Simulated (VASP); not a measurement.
# Mg4H in VASP: a series of runs, part 2 of 2

VASP 6.6.1. Earlier steps stand in the parts before.

### 4 Relaxation of the atoms, PBEsol

INCAR

```
SYSTEM = Mg4H
ALGO     = Normal         ! electronic algorithm
DIPOL    = 0.5 0.5 0.337
EDIFF    = 1E-6           ! SCF threshold, eV
EDIFFG   = -0.025         ! ionic threshold
ENCUT    = 520            ! plane-wave cutoff, eV
GGA      = PS             ! functional
IBRION   = 2              ! ionic algorithm
IDIPOL   = 3            
ISIF     = 2              ! what is computed and relaxed
ISMEAR   = 0              ! smearing method
LASPH    = .TRUE.         ! aspherical terms in the spheres
LCHARG   = .FALSE.        ! write CHGCAR
LDIPOL   = .TRUE.       
LREAL    = .FALSE.        ! projectors in reciprocal space
LWAVE    = .FALSE.        ! write WAVECAR
NELM     = 80             ! most SCF steps
NSW      = 36             ! ionic steps
PREC     = Accurate       ! precision mode
SIGMA    = 0.1            ! smearing width, eV
```

KPOINTS

```
k-points
0
G
  8 5 1
  0 0 0
```

POSCAR

```
Mg4H
1.0
    3.1881999939      0.0000000000      0.0000000000
    0.0000000000      5.1084658709      0.0000000000
    0.0000000000      0.0000000000     19.1358427726
Mg H
4 1
Selective dynamics
Direct
    0.0000000000      0.7500000000      0.2090318178  F F F
    0.5000000000      0.2500000000      0.2571276385  F F F
    0.5000000000      0.7500000000      0.3576109084  F F F
    0.0000000000      0.2500000000      0.3990335238  F F F
    0.2500000000      0.7500000000      0.4618323955  F F T
```

Potentials or basis: VASP PAW PBE potentials, release 64 (Mg, H).

On the command line:

```bash
$ cat potpaw_PBE.64/Mg/POTCAR potpaw_PBE.64/H/POTCAR > POTCAR
$ mpirun -np 1 vasp_std > vasp.out
```

OUTCAR:

```text
SYSTEM = Mg4H
   EDIFF = 1E-6
   EDIFFG = -0.025
   ENCUT = 520
   GGA = PS
   IBRION = 2
   ISIF = 2
   ISMEAR = 0
   LASPH = .TRUE.
   LREAL = .FALSE.
   NELM = 80
   NSW = 36
   PREC = Accurate

 ion  position               nearest neighbor table
   1  0.000  0.750  0.209-   2 3.15   2 3.15   2 3.15   2 3.15   3 3.26   3 3.26
   2  0.500  0.250  0.257-   1 3.15   1 3.15   1 3.15   1 3.15   4 3.15   4 3.15   3 3.20   3 3.20

   3  0.500  0.750  0.358-   5 2.15   4 3.11   4 3.11   4 3.11   4 3.11   2 3.20   2 3.20   1 3.26
                             1 3.26
   4  0.000  0.250  0.399-   3 3.11   3 3.11   3 3.11   3 3.11   2 3.15   2 3.15
   5  0.250  0.750  0.462-   3 2.15

  LATTYP: Found a simple orthorhombic cell.
 ALAT       =     3.1881999939
 B/A-ratio  =     1.6023040840
 C/A-ratio  =     6.0020835610

  Lattice vectors:

 A1 = (   3.1881999939,   0.0000000000,   0.0000000000)
 A2 = (   0.0000000000,   5.1084658709,   0.0000000000)
 A3 = (   0.0000000000,   0.0000000000,  19.1358427726)

Analysis of symmetry for initial positions (statically):
=====================================================================
 Subroutine PRICEL returns:
 Original cell was already a primitive cell.

 Routine SETGRP: Setting up the symmetry group for a
 simple orthorhombic supercell.

 Subroutine GETGRP returns: Found  2 space group operations
 (whereof  1 operations were pure point group operations)
 out of a pool of  8 trial point group operations.

The static configuration has the point symmetry C_1 .
 The point group associated with its full space group is C_1h.

Analysis of symmetry for dynamics (positions and initial velocities):
=====================================================================
 Subroutine PRICEL returns:
 Original cell was already a primitive cell.

 Routine SETGRP: Setting up the symmetry group for a
 simple orthorhombic supercell.

 Subroutine GETGRP returns: Found  2 space group operations
 (whereof  1 operations were pure point group operations)
 out of a pool of  8 trial point group operations.

The dynamic configuration has the point symmetry C_1 .
 The point group associated with its full space group is C_1h.

Analysis of constrained symmetry for selective dynamics:
=====================================================================
 Subroutine PRICEL returns:
 Original cell was already a primitive cell.

 Routine SETGRP: Setting up the symmetry group for a
 simple orthorhombic supercell.

 Subroutine GETGRP returns: Found  2 space group operations
 (whereof  1 operations were pure point group operations)
 out of a pool of  8 trial point group operations.

The constrained configuration has the point symmetry C_1 .
 The point group associated with its full space group is C_1h.

 Subroutine INISYM returns: Found  2 space group operations
 (whereof  1 operations are pure point group operations),
 and found     1 'primitive' translations

----------------------------------------------------------------------------------------

                                     Primitive cell

  volume of cell :     311.6619

[... 97 lines left out ...]
   EMIN   =  10.00;   EMAX   =-10.00  energy-range for DOS
   EFERMI =   0.00;   METHOD = LEGACY
   ISMEAR =     0;   SIGMA  =   0.10  broadening in eV -4-tet -1-fermi 0-gaus
   EFERMI_NEDOS =   21; number of points for ismear=-14 and -15
   IALGO  =     38    algorithm
   IMIX   =      4    mixing-type and parameters
     AMIX     =   0.40;   BMIX     =  1.00
     AMIX_MAG =   1.60;   BMIX_MAG =  1.00
  volume/ion in A,a.u.               =      62.33       420.64
  Fermi-wavevector in a.u.,A,eV,Ry     =   0.502259  0.949132  3.432262  0.252264
  Thomas-Fermi vector in A             =   1.511186
   LORBIT       =      0    0 simple, 1 ext, 2 COOP (PROOUT), +10 PAW based schemes
   GGA     = PS    functional components
   LHFCALC =     F    Hartree Fock is set to
   AEXX    =    0.0000 exact exchange contribution
   IVDW    =     0    specifies the selected vdW correction
   LEPSILON=     F    determine dielectric tensor
   LRPA    =     F    only Hartree local field effects (RPA)
 conjugate gradient relaxation of ions
 non-spin polarized calculation
 Gauss-broadening in eV      SIGMA  =   0.10
  energy-cutoff  :      520.00
  volume of cell :      311.66
 maximum number of plane-waves:      8432
 NGX is ok and might be reduce to    24
   NGX = 11   NGY = 19   NGZ = 71

--------------------------------------- Ionic step        1  -------------------------------------------

 number of electron       9.0000000 magnetization

 Free energy of the ion-electron system (eV)
  ---------------------------------------------------
  ext. energy  EPLUGINS =         0.00000000
  ---------------------------------------------------
  free energy    TOTEN  =        -8.10796554 eV

  energy without entropy =       -8.10124824  energy(sigma->0) =       -8.10460689

------------------------ aborting loop because EDIFF is reached ----------------------------------------

  FORCE on cell =-STRESS in cart. coord.  units (eV):
  Direction    XX          YY          ZZ          XY          YZ          ZX
  --------------------------------------------------------------------------------------
  -------------------------------------------------------------------------------------
  Total       -1.3226163     -1.6394019     -2.6315355      0.0000000      0.0000000     -0.1769790
  in kB       -6.7992467     -8.4277643    -13.5280801      0.0000000      0.0000000     -0.9098057
  external PRESSURE =      -9.5850303 kB  Pullay stress =       0.0000000 kB
[... 106 lines left out ...]
 number of electron       9.0000000 magnetization

------------------------ aborting loop because EDIFF is reached ----------------------------------------

 vacuum level on the upper side and lower side of the slab       (xc-potential included)        -0.132        -0.223

  FORCE on cell =-STRESS in cart. coord.  units (eV):
  Direction    XX          YY          ZZ          XY          YZ          ZX
  --------------------------------------------------------------------------------------
  -------------------------------------------------------------------------------------
  Total       -1.0707214     -1.2948748      0.9098619      0.0000000      0.0000000     -1.4789620
  in kB       -5.5043167     -6.6566347      4.6773774      0.0000000      0.0000000     -7.6029820
  external PRESSURE =      -2.4945247 kB  Pullay stress =       0.0000000 kB
[... 65 lines left out ...]
--------------------------------------- Ionic step        6  -------------------------------------------

 number of electron       9.0000000 magnetization

 dipolmoment           0.000000      0.000000      0.025079 electrons x Angstroem

 Free energy of the ion-electron system (eV)
  ---------------------------------------------------
  ext. energy  EPLUGINS =         0.00000000
  ---------------------------------------------------
  free energy    TOTEN  =        -8.34820850 eV

  energy without entropy =       -8.34236187  energy(sigma->0) =       -8.34528519

 E-fermi :  -1.9325     XC(G=0):  -3.4630

 val. band max:       -2.0628377306   @ k =   0.2500   0.4000   0.0000
 cond. band min:      -1.9193608016   @ k =   0.2500   0.0000   0.0000
 fundamental gap:      0.1434769290
 Fermi energy:        -1.9324866747

 k-point     1 :       0.0000    0.0000    0.0000
  band No.  band energies     occupation
      1      -8.3036      2.00000
      2      -6.5548      2.00000
      3      -4.0373      2.00000
      4      -2.7638      2.00000
      5      -2.3666      2.00000
      6      -1.0512      0.00000
      7      -0.8073      0.00000
      8      -0.3340      0.00000
[... 144 lines left out ...]
 k-point    15 :       0.5000    0.4000    0.0000
  band No.  band energies     occupation
      1      -4.9430      2.00000
      2      -3.5754      2.00000
      3      -3.1790      2.00000
      4      -2.6636      2.00000
      5      -2.2235      1.99996
      6      -1.2206      0.00000
      7      -0.6797      0.00000
      8      -0.2131      0.00000

------------------------ aborting loop because EDIFF is reached ----------------------------------------

 vacuum level on the upper side and lower side of the slab       (xc-potential included)         0.128        -0.142

  FORCE on cell =-STRESS in cart. coord.  units (eV):
  Direction    XX          YY          ZZ          XY          YZ          ZX
  --------------------------------------------------------------------------------------
  -------------------------------------------------------------------------------------
  Total       -1.3410290     -1.4332627     -0.4574033      0.0000000      0.0000000     -0.8307609
  in kB       -6.8939022     -7.3680528     -2.3513983      0.0000000      0.0000000     -4.2707384
  external PRESSURE =      -5.5377844 kB  Pullay stress =       0.0000000 kB
[... 20 lines left out ...]
  FREE ENERGIE OF THE ION-ELECTRON SYSTEM (eV)
  ---------------------------------------------------
  free  energy   TOTEN  =        -8.3482085029 eV

  energy  without entropy=       -8.3423618718  energy(sigma->0) =       -8.34528519

 reached required accuracy - stopping structural energy minimisation

 vacuum level on the upper side and lower side of the slab         2.128         1.852
```

Run time: 2.2 min. Hardware: 1 thread of Intel Xeon 6975P-C (Granite Rapids), shared host; peak memory 0.4 GiB.

What came out:

| Item | Value |
| --- | --- |
| Free energy | -8.3482 eV |
| Energy gained by relaxing | 48.0 meV/atom |
| Ionic steps | 6 |
| Band gap on the k mesh | zero (an odd number of electrons rules out a gap without spin polarisation) |

The path:
```
step  energy change (eV)  largest force on free atoms (eV/Å)  pressure (GPa)
   1              0.0000                              1.0897           -0.96
   2             -0.0551                              1.0039           -0.92
   3             -0.1863                              0.6272           -0.78
   4             -0.1711                              0.9538           -0.25
   5             -0.2374                              0.1613           -0.61
   6             -0.2402                              0.0126           -0.55
```

Final structure:
```yaml
crystal:
  lattice:
    - [3.18820, 0.00000, 0.00000]
    - [0.00000, 5.10847, 0.00000]
    - [0.00000, 0.00000, 19.13584]
  atoms:
    - { symbol: Mg, position: [0.00000, 0.75000, 0.20903] }
    - { symbol: Mg, position: [0.50000, 0.25000, 0.25713] }
    - { symbol: Mg, position: [0.50000, 0.75000, 0.35761] }
    - { symbol: Mg, position: [0.00000, 0.25000, 0.39903] }
    - { symbol: H, position: [0.25000, 0.75000, 0.44237] }
```

Levels at points of the mesh, in eV from the Fermi level:
| k point | band 3 | band 4 | band 5 | band 6 | band 7 | band 8 |
| --- | --- | --- | --- | --- | --- | --- |
| (0.00, 0.00, 0.00) | -2.10 | -0.83 | -0.43 | 0.88 | 1.13 | 1.60 |
| (0.50, 0.00, 0.00) | -1.69 | -0.43 | 0.93 | 2.43 | 2.44 | 2.69 |

Caveat: the PAW data sets were made with another functional, which shifts forces and pressure a little.

### 5 Summary

```tsv
cell	gap on the mesh (eV)
atoms relaxed, atomic positions A	none
atoms relaxed, atomic positions B	none
atoms relaxed, atomic positions C	none
```

Alike in all rows: task relaxation of the atoms; level PBEsol; potentials or basis VASP PAW PBE potentials, release 64 (Mg, H); no spin polarisation; k mesh 8 × 5 × 1; cutoff (eV) 520; smearing gaussian 0.1 eV.

Caveats: the PAW data sets were made with another functional, which shifts forces and pressure a little.

Total energies depend on the potentials used, so only differences within one code and one set of settings carry meaning.

The gap in the log of VASP goes by the Fermi energy; the results here count the filled bands.